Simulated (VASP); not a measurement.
# AlN (P6_3mc) in VASP: further runs

The runs below take AlN through single point, relaxation of cell and atoms, with r2SCAN.

Program: VASP 6.6.1. These are calculated values, not measurements. Logs are shortened: lines on timing, memory, paths and dates and some standing lists are left out, and cuts for length are marked.

### 1 The cell of the first run

Symmetry: P6_3mc, No. 186, hexagonal system. The conventional cell has a = 3.107 Å, b = 3.107 Å, c = 4.978 Å, α = 90.00°, β = 90.00°, γ = 120.00°. Al (site symmetry 3m) has 4 N at 1.89 to 1.90 Å within 2.5 Å. Within 2.5 Å of N (site symmetry 3m) lie 4 Al at 1.89 to 1.90 Å.

### 2 Single point, r2SCAN

POSCAR

```
AlN
1.0
   -3.1066653462      0.0000000000      0.0000000000
    0.0000000000      0.0000000000     -4.9784048411
    0.0000000000     -5.3809022217      0.0000000000
Al N
4 4
Direct
    0.5000000000      0.9983070980      0.1666666667
    0.0000000000      0.9983070980      0.6666666667
    0.0000000000      0.4983070980      0.3333333333
    0.5000000000      0.4983070980      0.8333333333
    0.5000000000      0.6166929020      0.1666666667
    0.0000000000      0.6166929020      0.6666666667
    0.0000000000      0.1166929020      0.3333333333
    0.5000000000      0.1166929020      0.8333333333
```

INCAR.step1

```
ALGO = Normal
EDIFF = 1E-4
ENCUT = 520
GGA = PE
ISMEAR = 0
LASPH = T
LCHARG = F
LREAL = F
LWAVE = T
NBANDS = 26
NELM = 60
PREC = Accurate
SIGMA = 0.05
```

INCAR.step2

```
ALGO = Normal
EDIFF = 1E-6
ENCUT = 520
ISIF = 2
ISMEAR = 0
ISTART = 1
LASPH = T
LCHARG = T
LELF = T
LMIXTAU = T
LREAL = F
LVHAR = T
LWAVE = F
METAGGA = R2SCAN
NBANDS = 26
NELM = 60
PREC = Accurate
SIGMA = 0.05
```

KPOINTS

```
k-points
0
Gamma
  8 6 4
```

Potentials or basis: VASP PAW PBE potentials, release 64 (Al, N).

Command:

```
> cat potpaw_PBE.64/Al/POTCAR potpaw_PBE.64/N/POTCAR > POTCAR
> cp INCAR.step1 INCAR
> mpirun -np 1 vasp_std > vasp.out
> cp INCAR.step2 INCAR
> mpirun -np 1 vasp_std > vasp.out
```

OUTCAR:

```text
EDIFF = 1E-6
   ENCUT = 520
   ISIF = 2
   ISMEAR = 0
   ISTART = 1
   LASPH = T
   LREAL = F
   METAGGA = R2SCAN
   NELM = 60
   PREC = Accurate

 ion  position               nearest neighbor table
   1  0.500  0.998  0.167-   7 1.89   7 1.89   8 1.89   5 1.90   3 3.07   3 3.07   3 3.07   3 3.07
                             4 3.07   4 3.07   2 3.11   2 3.11   2 3.11   2 3.11
   2  0.000  0.998  0.667-   8 1.89   8 1.89   7 1.89   6 1.90   4 3.07   4 3.07   4 3.07   4 3.07
                             3 3.07   3 3.07   1 3.11   1 3.11   1 3.11   1 3.11
   3  0.000  0.498  0.333-   5 1.89   5 1.89   6 1.89   7 1.90   1 3.07   1 3.07   1 3.07   1 3.07
                             2 3.07   2 3.07   4 3.11   4 3.11   4 3.11   4 3.11
   4  0.500  0.498  0.833-   6 1.89   6 1.89   5 1.89   8 1.90   2 3.07   2 3.07   2 3.07   2 3.07
                             1 3.07   1 3.07   3 3.11   3 3.11   3 3.11   3 3.11
   5  0.500  0.617  0.167-   3 1.89   3 1.89   4 1.89   1 1.90
   6  0.000  0.617  0.667-   4 1.89   4 1.89   3 1.89   2 1.90
   7  0.000  0.117  0.333-   1 1.89   1 1.89   2 1.89   3 1.90
   8  0.500  0.117  0.833-   2 1.89   2 1.89   1 1.89   4 1.90

  LATTYP: Found a simple orthorhombic cell.
 ALAT       =     3.1066653462
 B/A-ratio  =     1.6024915098
 C/A-ratio  =     1.7320508076

  Lattice vectors:

 A1 = (  -3.1066653462,   0.0000000000,   0.0000000000)
 A2 = (   0.0000000000,   0.0000000000,  -4.9784048411)
 A3 = (   0.0000000000,  -5.3809022217,   0.0000000000)

Analysis of symmetry for initial positions (statically):
=====================================================================
 Subroutine PRICEL returns following result:

  LATTYP: Found a hexagonal cell.
 ALAT       =     3.1066653462
 C/A-ratio  =     1.6024915098

  Lattice vectors:

 A1 = (  -1.5533326731,  -2.6904511108,   0.0000000000)
 A2 = (  -1.5533326731,   2.6904511109,   0.0000000000)
 A3 = (   0.0000000000,   0.0000000000,  -4.9784048411)

   2 primitive cells build up your supercell.

 Routine SETGRP: Setting up the symmetry group for a
 simple orthorhombic supercell.

 Subroutine GETGRP returns: Found  4 space group operations
 (whereof  2 operations were pure point group operations)
 out of a pool of  8 trial point group operations.

The static configuration has the point symmetry C_1h.
 The point group associated with its full space group is C_2v.

Analysis of symmetry for dynamics (positions and initial velocities):
=====================================================================
[... 133 lines left out ...]
   ISYM   =      2    0-nonsym 1-usesym 2-fastsym
   POTIM  = 0.5000    time-step for ionic-motion
   TEBEG  =    0.0;   TEEND  =   0.0 temperature during run
   PSTRESS=    0.0 pullay stress
   NELECT =      32.0000    total number of electrons
   NUPDOWN=      -1.0000    fix difference up-down
   EMIN   =  10.00;   EMAX   =-10.00  energy-range for DOS
   EFERMI =   0.00;   METHOD = LEGACY
   ISMEAR =     0;   SIGMA  =   0.05  broadening in eV -4-tet -1-fermi 0-gaus
   EFERMI_NEDOS =   21; number of points for ismear=-14 and -15
   IALGO  =     38    algorithm
   IMIX   =      4    mixing-type and parameters
     AMIX     =   0.40;   BMIX     =  1.00
     AMIX_MAG =   1.60;   BMIX_MAG =  1.00
  volume/ion in A,a.u.               =      10.40        70.20
  Fermi-wavevector in a.u.,A,eV,Ry     =   1.190451  2.249626 19.281821  1.417174
  Thomas-Fermi vector in A             =   2.326535
   LORBIT       =      0    0 simple, 1 ext, 2 COOP (PROOUT), +10 PAW based schemes
   METAGGA = R2SCAN    functional components
   LHFCALC =     F    Hartree Fock is set to
   AEXX    =    0.0000 exact exchange contribution
   IVDW    =     0    specifies the selected vdW correction
   LEPSILON=     F    determine dielectric tensor
   LRPA    =     F    only Hartree local field effects (RPA)
 non-spin polarized calculation
 Gauss-broadening in eV      SIGMA  =   0.05
  energy-cutoff  :      520.00
  volume of cell :       83.22
 maximum number of plane-waves:      2264
 NGX is ok and might be reduce to    24

 number of electron      31.9999998 magnetization

 Free energy of the ion-electron system (eV)
  ---------------------------------------------------
  ext. energy  EPLUGINS =         0.00000000
  ---------------------------------------------------
  free energy    TOTEN  =       -76.91251455 eV

  energy without entropy =      -76.91251455  energy(sigma->0) =      -76.91251455

 E-fermi :   6.1876     XC(G=0): -11.4168

 val. band max:        5.9190251184   @ k =   0.0000   0.0000   0.0000
 cond. band min:      10.8390878595   @ k =   0.0000   0.0000   0.0000
 fundamental gap:      4.9200627410
 Fermi energy:         6.1875561897

 k-point     1 :       0.0000    0.0000    0.0000
  band No.  band energies     occupation
      1     -10.0620      2.00000
      2      -8.1141      2.00000
      3      -7.9400      2.00000
      4      -7.4252      2.00000
      5      -0.1507      2.00000
      6       0.4030      2.00000
[... 685 lines left out ...]
     25      17.6777      0.00000
     26      17.8480      0.00000

 [... further k-points ...]

------------------------ aborting loop because EDIFF is reached ----------------------------------------

  FORCE on cell =-STRESS in cart. coord.  units (eV):
  Direction    XX          YY          ZZ          XY          YZ          ZX
  --------------------------------------------------------------------------------------
  -------------------------------------------------------------------------------------
  Total       -0.2060595     -0.2068819     -0.2041646      0.0000000      0.0000000      0.0000000
  in kB       -3.9670110     -3.9828444     -3.9305311      0.0000000      0.0000000      0.0000000
  external PRESSURE =      -3.9601288 kB  Pullay stress =       0.0000000 kB

 VOLUME and BASIS-vectors are now :
 -----------------------------------------------------------------------------
  energy-cutoff  :      520.00
  volume of cell :       83.22
      direct lattice vectors                 reciprocal lattice vectors
    -3.106665346  0.000000000  0.000000000    -0.321888549  0.000000000  0.000000000
     0.000000000  0.000000000 -4.978404841     0.000000000  0.000000000 -0.200867553
     0.000000000 -5.380902222  0.000000000     0.000000000 -0.185842440  0.000000000

 POSITION                                       TOTAL-FORCE (eV/Angst)
 -----------------------------------------------------------------------------------
     -1.55333     -0.89682     -4.96998         0.000000     -0.000118      0.000263
      0.00000     -3.58727     -4.96998        -0.000000     -0.000118      0.000263
      0.00000     -1.79363     -2.48077        -0.000000      0.000118      0.000263
     -1.55333     -4.48409     -2.48077         0.000000      0.000118      0.000263
     -1.55333     -0.89682     -3.07015         0.000000      0.000106     -0.000263
      0.00000     -3.58727     -3.07015        -0.000000      0.000106     -0.000263
      0.00000     -1.79363     -0.58094        -0.000000     -0.000106     -0.000263
     -1.55333     -4.48409     -0.58094        -0.000000     -0.000106     -0.000263
 -----------------------------------------------------------------------------------
    total drift:                               -0.000000      0.000001     -0.001126

  FREE ENERGIE OF THE ION-ELECTRON SYSTEM (eV)
  ---------------------------------------------------
  free  energy   TOTEN  =       -76.9125145516 eV

  energy  without entropy=      -76.9125145516  energy(sigma->0) =      -76.91251455
```

OSZICAR.step1:

```text
N       E                     dE             d eps       ncg     rms          rms(c)
DAV:   1     0.112788198333E+03    0.11279E+03   -0.14760E+04  3120   0.111E+03
DAV:   2    -0.591804697444E+02   -0.17197E+03   -0.16183E+03  4226   0.231E+02
DAV:   3    -0.689715296394E+02   -0.97911E+01   -0.97308E+01  4218   0.554E+01
DAV:   4    -0.690603863605E+02   -0.88857E-01   -0.88803E-01  3666   0.604E+00
DAV:   5    -0.690615887948E+02   -0.12024E-02   -0.12022E-02  4128   0.708E-01    0.173E+01
DAV:   6    -0.594985078235E+02    0.95631E+01   -0.29704E+01  3924   0.292E+01    0.601E+00
DAV:   7    -0.595591698014E+02   -0.60662E-01   -0.16729E+00  3674   0.656E+00    0.416E+00
DAV:   8    -0.595465377973E+02    0.12632E-01   -0.17158E-01  3586   0.284E+00    0.720E-01
DAV:   9    -0.595344175504E+02    0.12120E-01   -0.47401E-02  4120   0.113E+00    0.344E-01
DAV:  10    -0.595356885592E+02   -0.12710E-02   -0.57440E-03  3670   0.384E-01    0.212E-01
DAV:  11    -0.595354889888E+02    0.19957E-03   -0.56512E-04  3504   0.133E-01    0.505E-02
DAV:  12    -0.595354931689E+02   -0.41801E-05   -0.22296E-05  1870   0.330E-02
   1 F= -.59535493E+02 E0= -.59535493E+02  d E =-.264389E-17
```

It took 2.5 min on 1 thread of Intel Xeon 6975P-C (Granite Rapids), shared host; peak memory 0.25 GiB.

What came out:

| Item | Value |
| --- | --- |
| Free energy | -76.9125 eV |
| Pressure | -0.4 GPa |
| Band gap on the k mesh | 4.92 eV |

Levels at points of the mesh, in eV from the valence-band top:
```tsv
k point	band 14	band 15	band 16	band 17	band 18	band 19
(0.00, 0.00, 0.00)	-0.22	-0.22	0.00	4.92	6.45	6.56
(0.50, 0.00, 0.00)	-1.84	-1.45	-1.45	6.38	6.38	8.62
(0.00, 0.50, 0.00)	-0.56	-0.56	-0.56	6.00	6.00	7.26
(0.50, 0.50, 0.00)	-0.98	-0.98	-0.98	7.37	7.37	7.37
(0.00, 0.00, 0.50)	-0.44	-0.43	-0.43	6.94	6.94	8.40
(0.50, 0.00, 0.50)	-1.77	-0.71	-0.71	6.45	6.45	6.56
(0.00, 0.50, 0.50)	-1.07	-1.07	-1.07	7.27	7.27	7.27
(0.50, 0.50, 0.50)	-1.39	-1.39	-1.39	6.00	6.00	6.00
```

Caveat: the PAW data sets were made with another functional, which shifts forces and pressure a little. A k mesh can miss the band edges.

### 3 Relaxation of cell and atoms, r2SCAN

This run uses another cell than the first one: it holds 4 atoms, not 8.

POSCAR

```
AlN
1.0
    3.1110021516      0.0000000000      0.0000000000
   -1.5555010758      2.6942068945      0.0000000000
    0.0000000000      0.0000000000      4.9780000000
Al N
2 2
Direct
    0.3333333333      0.6666666667      0.0000000000
    0.6666666667      0.3333333333      0.5000000000
    0.3333333333      0.6666666667      0.3850000000
    0.6666666667      0.3333333333      0.8850000000
```

INCAR.step1

```
ALGO     = Normal         # electronic algorithm
EDIFF    = 1E-4           # SCF threshold, eV
ENCUT    = 600            # plane-wave cutoff, eV
GGA      = PE             # functional
ISMEAR   = 0              # smearing method
LASPH    = True           # aspherical terms in the spheres
LCHARG   = False          # write CHGCAR
LREAL    = False          # projectors in reciprocal space
LWAVE    = True           # write WAVECAR
NELM     = 100            # most SCF steps
PREC     = Accurate       # precision mode
SIGMA    = 0.02           # smearing width, eV
```

INCAR.step2

```
ALGO     = Normal         # electronic algorithm
EDIFF    = 1E-7           # SCF threshold, eV
EDIFFG   = -0.005         # ionic threshold
ENCUT    = 600            # plane-wave cutoff, eV
IBRION   = 2              # ionic algorithm
ISIF     = 3              # what is computed and relaxed
ISMEAR   = 0              # smearing method
ISTART   = 1            
LASPH    = True           # aspherical terms in the spheres
LCHARG   = False          # write CHGCAR
LMIXTAU  = True         
LREAL    = False          # projectors in reciprocal space
LWAVE    = False          # write WAVECAR
METAGGA  = R2SCAN         # meta-GGA
NELM     = 100            # most SCF steps
NSW      = 100            # ionic steps
PREC     = Accurate       # precision mode
SIGMA    = 0.02           # smearing width, eV
```

KPOINTS

```
k-points
0
Gamma
  12 12 6
```

Potentials or basis: VASP PAW PBE potentials, release 64 (Al, N).

Command:

```
> cat potpaw_PBE.64/Al/POTCAR potpaw_PBE.64/N/POTCAR > POTCAR
> cp INCAR.step1 INCAR
> mpirun -np 1 vasp_std > vasp.out
> cp INCAR.step2 INCAR
> mpirun -np 1 vasp_std > vasp.out
```

Run time: 12 min. Hardware: 1 thread of Intel Xeon Platinum 8259CL at 2.50GHz (Skylake/Cascade Lake), shared host; peak memory 0.21 GiB.

Results (log left out):

```
Free energy                           : -38.4557 eV
Relaxed volume                        : 10.39 Å³/atom
Relaxed cell                          : a = 3.105 Å, b = 3.105 Å, c = 4.975 Å, α = 90.00°, β = 90.00°, γ = 120.00°
Space group after relaxing (to 0.1 Å) : P6_3mc (No. 186)
Energy gained by relaxing             : 0.9 meV/atom
Ionic steps                           : 6
Pressure after relaxing               : 0.0 GPa
Band gap on the k mesh                : 4.93 eV
```

Stress tensor (GPa, compression positive):
```
-0.02  0.00  0.00
 0.00 -0.02  0.00
 0.00  0.00  0.06
```

Step by step:
```
step  energy change (eV)  largest force (eV/Å)  pressure (GPa)  volume (Å³)
   1              0.0000                0.1958           -0.93        41.72
   2             -0.0012                0.1092            0.94        41.36
   3             -0.0031                0.0300            0.10        41.52
   4             -0.0031                0.0265            0.12        41.51
   5             -0.0035                0.0096            0.05        41.53
   6             -0.0036                0.0017            0.01        41.55
```

Final structure:
```
Al N
1.0
     3.10535    0.00000    0.00000
    -1.55268    2.68931    0.00000
     0.00000    0.00000    4.97497
Al N
2 2
Cartesian
  0.0000 1.7929 0.0084
  1.5527 0.8964 2.4958
  0.0000 1.7929 1.9070
  1.5527 0.8964 4.3945
```

Levels at points of the mesh, in eV from the valence-band top:
```
           k point  band 4  band 5  band 6  band 7  band 8  band 9  band 10  band 11  band 12
(0.00, 0.00, 0.00)   -0.89   -0.89   -0.23   -0.23    0.00    4.93     7.55    11.63    12.05
(0.50, 0.00, 0.00)   -4.23   -3.39   -2.14   -1.77   -0.71    6.45     6.57     9.06    11.27
(0.00, 0.00, 0.50)   -3.38   -0.57   -0.57   -0.57   -0.57    7.27     7.27    11.33    11.33
(0.50, 0.00, 0.50)   -5.67   -1.50   -1.50   -1.39   -1.39    6.00     6.00    10.16    10.16
```

Caveat: the PAW data sets were made with another functional, which shifts forces and pressure a little.
